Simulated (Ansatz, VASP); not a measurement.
## Ti: VASP beside Ansatz

File INCAR:

```
SYSTEM = Ti
  PREC = Accurate
  ENCUT = 520
  EDIFF = 1E-6
  ISMEAR = 0
  SIGMA = 0.15
  LREAL = .FALSE.
  LASPH = .TRUE.
  NELM = 100
  ALGO = Fast
  ISIF = 2
  LWAVE = .FALSE.
  LCHARG = .FALSE.
  GGA = PS
  NBANDS = 12
```

The input KPOINTS:

```
regular mesh
0
G
  22 22 22
  0 0 0
```

The input POSCAR:

```
Ti
1.0
    0.0000000000      2.2787126677      1.6110498561
    2.2787126677      0.0000000000      1.6110498561
    2.2787126677      2.2787126677      0.0000000000
Ti
1
Direct
    0.0000000000      0.0000000000      0.0000000000
```

Input for Ansatz:

```yaml
crystal:
  lattice:
    - [0.0, 2.2787126677, 1.6110498561]
    - [2.2787126677, 0.0, 1.6110498561]
    - [2.2787126677, 2.2787126677, 0.0]
  atoms:
    - { symbol: Ti, position: [0.0, 0.0, 0.0] }
basis:
  ecutwfc: 420
kpoints:
  mp_grid: { grid: [22, 22, 22] }
hamiltonian:
  xc: pbesol
scf:
  occupations: { method: gaussian, width: 0.15 }
output:
  forces: true
  stress: true
  eigenvalues: true
```

Alike in both runs: task single point; functional PBEsol; k mesh 22 × 22 × 22; occupations gaussian, width 0.15 eV; no spin polarisation.

|  | VASP | Ansatz |
| --- | --- | --- |
| version | VASP 6.6.1 | Ansatz 0.2.0 |
| potentials or method | VASP PAW PBE potentials, release 64 (Ti_sv), cutoff 520 eV | scalar-relativistic, plane waves, PAW |
| valence electrons in the cell | 12 | 12 |

|  | VASP | Ansatz | Ansatz less VASP |
| --- | --- | --- | --- |
| gap on the k mesh at the Fermi level (eV) | none | none | - |
| pressure (GPa) | -1.5 | -1.2 | +0.28 |

VASP's potentials were made for PBE, not for PBEsol. A gap of «none» marks a metal or a gap that the smearing closes.
